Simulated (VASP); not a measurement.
# Ir (P6_3/mmc) in VASP: single point with PBE

Aim: the single point of Ir with PBE.

All numbers are computed with VASP 6.6.1; they aren't measurements. Logs are shortened: lines on timing, memory, paths and dates and some standing lists are left out, and cuts for length are marked.

### Step 1. The cell of the first run

It takes space group P6_3/mmc (No. 194, hexagonal). The conventional cell has a = 2.750 Å, b = 2.750 Å, c = 4.457 Å, α = 90.00°, β = 90.00°, γ = 120.00°. Ir (site symmetry -6m2) has 12 Ir at 2.74 to 2.75 Å within 3.6 Å.

This isn't the form of Ir at room conditions, which is fcc.

### Step 2. Single point, PBE, non-collinear spin, zero start, spin-orbit coupling

The input, INCAR:

```
PREC     = Accurate       # precision mode
ENCUT    = 500            # plane-wave cutoff, eV
EDIFF    = 1E-6           # SCF threshold, eV
ISMEAR   = -1             # smearing method
SIGMA    = 0.05           # smearing width, eV
LREAL    = False          # projectors in reciprocal space
LASPH    = True           # aspherical terms in the spheres
NELM     = 200            # most SCF steps
ALGO     = Normal         # electronic algorithm
ISIF     = 2              # what is computed and relaxed
LWAVE    = False          # write WAVECAR
LCHARG   = False          # write CHGCAR
MAGMOM   = 0 0 0 0 0 0    # initial moments
LORBIT   = 11             # projections on sites
LSORBIT  = True           # spin-orbit coupling
GGA_COMPAT= False        
LORBMOM  = True         
LMAXMIX  = 4              # l up to which the mixer works
GGA      = PE             # functional
NBANDS   = 30             # bands
```

The input, KPOINTS:

```
regular mesh
0
Gamma
  17 17 9
```

The input, POSCAR:

```
Ir
1.0
    2.7499063886      0.0000000000      0.0000000000
   -1.3749531943      2.3814887906      0.0000000000
    0.0000000000      0.0000000000      4.4571387413
Ir
2
Direct
    0.3333333333      0.6666666667      0.2500000000
    0.6666666667      0.3333333333      0.7500000000
```

Potentials or basis: VASP PAW PBE potentials, release 64 (Ir).

The run is started by

```console
cat potpaw_PBE.64/Ir/POTCAR > POTCAR
mpirun -np 1 vasp_ncl > vasp.out
```

OUTCAR:

```text
PREC = Accurate
   ENCUT = 500
   EDIFF = 1E-6
   ISMEAR = -1
   LREAL = False
   LASPH = True
   NELM = 200
   ISIF = 2
   LORBIT = 11
   LSORBIT = True
   GGA = PE

 ion  position               nearest neighbor table
   1  0.333  0.667  0.250-   2 2.74   2 2.74   2 2.74   2 2.74   2 2.74   2 2.74
   2  0.667  0.333  0.750-   1 2.74   1 2.74   1 2.74   1 2.74   1 2.74   1 2.74

  LATTYP: Found a hexagonal cell.
 ALAT       =     2.7499063886
 C/A-ratio  =     1.6208328981

  Lattice vectors:

 A1 = (   2.7499063886,   0.0000000000,   0.0000000000)
 A2 = (  -1.3749531943,   2.3814887906,   0.0000000000)
 A3 = (   0.0000000000,   0.0000000000,   4.4571387413)

Analysis of symmetry for initial positions (statically):
=====================================================================
 Subroutine PRICEL returns:
 Original cell was already a primitive cell.

 Routine SETGRP: Setting up the symmetry group for a
 hexagonal supercell.

 Subroutine GETGRP returns: Found 24 space group operations
 (whereof 12 operations were pure point group operations)
 out of a pool of 24 trial point group operations.

The static configuration has the point symmetry D_3d.
 The point group associated with its full space group is D_6h.

Analysis of symmetry for dynamics (positions and initial velocities):
=====================================================================
 Subroutine PRICEL returns:
 Original cell was already a primitive cell.

 Routine SETGRP: Setting up the symmetry group for a
 hexagonal supercell.

 Subroutine GETGRP returns: Found 24 space group operations
 (whereof 12 operations were pure point group operations)
 out of a pool of 24 trial point group operations.

The dynamic configuration has the point symmetry D_3d.
 The point group associated with its full space group is D_6h.

Analysis of structural, dynamic, and magnetic symmetry:
=====================================================================
 Subroutine PRICEL returns:
 Original cell was already a primitive cell.

 Routine SETGRP: Setting up the symmetry group for a
 hexagonal supercell.

 Subroutine GETGRP returns: Found 24 space group operations
 (whereof 12 operations were pure point group operations)
 out of a pool of 24 trial point group operations.

The overall configuration has the point symmetry D_3d.
 The point group associated with its full space group is D_6h.

 Subroutine INISYM returns: Found 24 space group operations
 (whereof 12 operations are pure point group operations),
 and found     1 'primitive' translations

----------------------------------------------------------------------------------------

                                     Primitive cell

  volume of cell :      29.1892

  direct lattice vectors                    reciprocal lattice vectors
     2.749906389  0.000000000  0.000000000     0.363648742  0.209952699  0.000000000
    -1.374953194  2.381488791  0.000000000     0.000000000  0.419905399  0.000000000
     0.000000000  0.000000000  4.457138741     0.000000000  0.000000000  0.224359182

  length of vectors
     2.749906389  2.749906389  4.457138741     0.419905399  0.419905399  0.224359182

  position of ions in fractional coordinates (direct lattice)
     0.333333333  0.666666667  0.250000000
     0.666666667  0.333333333  0.750000000

  ion indices of the primitive-cell ions
   primitive index   ion index
                 1           1
                 2           2

----------------------------------------------------------------------------------------

 KPOINTS: regular mesh

Automatic generation of k-mesh.
 Grid dimensions read from file:
 generate k-points for:   17   17    9

 Generating k-lattice:
[... 100 lines left out ...]

 number of electron      18.0000000 magnetization      -0.0000000      0.0000000     -0.0000000

 number of electron      18.0000000 magnetization      -0.0000000     -0.0000000     -0.0000000

 number of electron      18.0000000 magnetization       0.0000000     -0.0000000      0.0000000

 Free energy of the ion-electron system (eV)
  ---------------------------------------------------
  ext. energy  EPLUGINS =         0.00000000
  ---------------------------------------------------
  free energy    TOTEN  =       -18.34054115 eV

  energy without entropy =      -18.32062797  energy(sigma->0) =      -18.33058456

 E-fermi :  10.0186     XC(G=0): -13.8024

 val. band max:       10.0132689952   @ k =   0.0000   0.0000   0.2222
 cond. band min:      10.0202050029   @ k =   0.2941   0.2941   0.3333
 fundamental gap:      0.0069360077
 Fermi energy:        10.0186224471

 k-point     1 :       0.0000    0.0000    0.0000
  band No.  band energies     occupation
      1      -0.9097      1.00000
      2      -0.9097      1.00000
      3       2.1042      1.00000
      4       2.1042      1.00000
      5       5.8081      1.00000
      6       5.8081      1.00000
[... 781 lines left out ...]
     29      22.2486      0.00000
     30      22.2486      0.00000

 [... further k-points ...]

------------------------ aborting loop because EDIFF is reached ----------------------------------------

  FORCE on cell =-STRESS in cart. coord.  units (eV):
  Direction    XX          YY          ZZ          XY          YZ          ZX
  --------------------------------------------------------------------------------------
  -------------------------------------------------------------------------------------
  Total        0.1504003      0.1504003      0.1615450     -0.0000000      0.0000000      0.0000000
  in kB        8.2553733      8.2553733      8.8671005     -0.0000000      0.0000000      0.0000000
  external PRESSURE =       8.4592824 kB  Pullay stress =       0.0000000 kB

 VOLUME and BASIS-vectors are now :
 -----------------------------------------------------------------------------
  energy-cutoff  :      500.00
  volume of cell :       29.19
      direct lattice vectors                 reciprocal lattice vectors
     2.749906389  0.000000000  0.000000000     0.363648742  0.209952699  0.000000000
    -1.374953194  2.381488791  0.000000000     0.000000000  0.419905399  0.000000000
     0.000000000  0.000000000  4.457138741     0.000000000  0.000000000  0.224359182

 POSITION                                       TOTAL-FORCE (eV/Angst)
 -----------------------------------------------------------------------------------
     -0.00000      1.58766      1.11428         0.000000      0.000000      0.000000
      1.37495      0.79383      3.34285        -0.000000     -0.000000      0.000000
 -----------------------------------------------------------------------------------
    total drift:                                0.000000     -0.000000      0.000000

  FREE ENERGIE OF THE ION-ELECTRON SYSTEM (eV)
  ---------------------------------------------------
  free  energy   TOTEN  =       -18.3405411517 eV

  energy  without entropy=      -18.3206279709  energy(sigma->0) =      -18.33058456

 orbital moment (x)

 # of ion     p       d       tot
 ----------------------------------------
  1         0.000  -0.000  -0.000
  2         0.000   0.000   0.000
 ----------------------------------------
            0.000   0.000   0.000

 orbital moment (y)

 # of ion     p       d       tot
 ----------------------------------------
  1         0.000  -0.000  -0.000
  2        -0.000   0.000   0.000
 ----------------------------------------
            0.000   0.000   0.000

 orbital moment (z)

 # of ion     p       d       tot
 ----------------------------------------
  1         0.000   0.000   0.000
  2         0.000   0.000   0.000
 ----------------------------------------
            0.000   0.000   0.000

 Spin-Orbit-Coupling matrix elements

 Ion:    1  E_soc:     -0.7813027
 l=   1
     0.0000000    -0.0375288    -0.0377251
    -0.0375288     0.0000000    -0.0375288
    -0.0377251    -0.0375288     0.0000000
 l=   2
     0.0000000    -0.0195243     0.0000000    -0.0195243    -0.0724691
    -0.0195243     0.0000000    -0.0540082    -0.0192860    -0.0195243
     0.0000000    -0.0540082     0.0000000    -0.0540082     0.0000000
    -0.0195243    -0.0192860    -0.0540082     0.0000000    -0.0195243
    -0.0724691    -0.0195243     0.0000000    -0.0195243     0.0000000
 l=   3
     0.0000000     0.0000000     0.0000000     0.0000000     0.0000000     0.0000000     0.0000000
     0.0000000     0.0000000     0.0000000     0.0000000     0.0000000     0.0000000     0.0000000
     0.0000000     0.0000000     0.0000000     0.0000000     0.0000000     0.0000000     0.0000000
     0.0000000     0.0000000     0.0000000     0.0000000     0.0000000     0.0000000     0.0000000
     0.0000000     0.0000000     0.0000000     0.0000000     0.0000000     0.0000000     0.0000000
     0.0000000     0.0000000     0.0000000     0.0000000     0.0000000     0.0000000     0.0000000
     0.0000000     0.0000000     0.0000000     0.0000000     0.0000000     0.0000000     0.0000000

 Ion:    2  E_soc:     -0.7813027
 l=   1
     0.0000000    -0.0375288    -0.0377251
    -0.0375288     0.0000000    -0.0375288
    -0.0377251    -0.0375288     0.0000000
 l=   2
     0.0000000    -0.0195243     0.0000000    -0.0195243    -0.0724691
    -0.0195243     0.0000000    -0.0540082    -0.0192860    -0.0195243
     0.0000000    -0.0540082     0.0000000    -0.0540082     0.0000000
    -0.0195243    -0.0192860    -0.0540082     0.0000000    -0.0195243
    -0.0724691    -0.0195243     0.0000000    -0.0195243     0.0000000
 l=   3
     0.0000000     0.0000000     0.0000000     0.0000000     0.0000000     0.0000000     0.0000000
     0.0000000     0.0000000     0.0000000     0.0000000     0.0000000     0.0000000     0.0000000
     0.0000000     0.0000000     0.0000000     0.0000000     0.0000000     0.0000000     0.0000000
     0.0000000     0.0000000     0.0000000     0.0000000     0.0000000     0.0000000     0.0000000
     0.0000000     0.0000000     0.0000000     0.0000000     0.0000000     0.0000000     0.0000000
     0.0000000     0.0000000     0.0000000     0.0000000     0.0000000     0.0000000     0.0000000
     0.0000000     0.0000000     0.0000000     0.0000000     0.0000000     0.0000000     0.0000000

 total charge

# of ion       s       p       d       tot
------------------------------------------
    1        0.653   0.717   6.931   8.300
    2        0.653   0.717   6.931   8.300
--------------------------------------------------
tot          1.305   1.433  13.862  16.601

 magnetization (x)

# of ion       s       p       d       tot
------------------------------------------
    1        0.000   0.000   0.000   0.000
    2        0.000   0.000   0.000   0.000
--------------------------------------------------
tot          0.000   0.000   0.000   0.000

 magnetization (y)

# of ion       s       p       d       tot
------------------------------------------
    1        0.000  -0.000   0.000  -0.000
    2       -0.000  -0.000   0.000  -0.000
--------------------------------------------------
tot         -0.000  -0.000   0.000  -0.000

 magnetization (z)

# of ion       s       p       d       tot
------------------------------------------
    1        0.000   0.000   0.000   0.000
    2        0.000   0.000   0.000   0.000
--------------------------------------------------
tot          0.000   0.000   0.000   0.000
```

Run time: 3.8 min. Hardware: 1 thread of Intel Xeon Platinum 8559C (Emerald Rapids), shared host; peak memory 0.33 GiB.

Results:

```
Free energy                                           : -18.3405 eV
Pressure                                              : 0.8 GPa
Net moment                                            : 0.00 μB per cell
Valence electrons inside the program's atomic spheres : Ir 8.30
```

Moments on the atoms (μB; x, y, z):
```
Ir  0.00 0.00 0.00
Ir  0.00 0.00 0.00
```
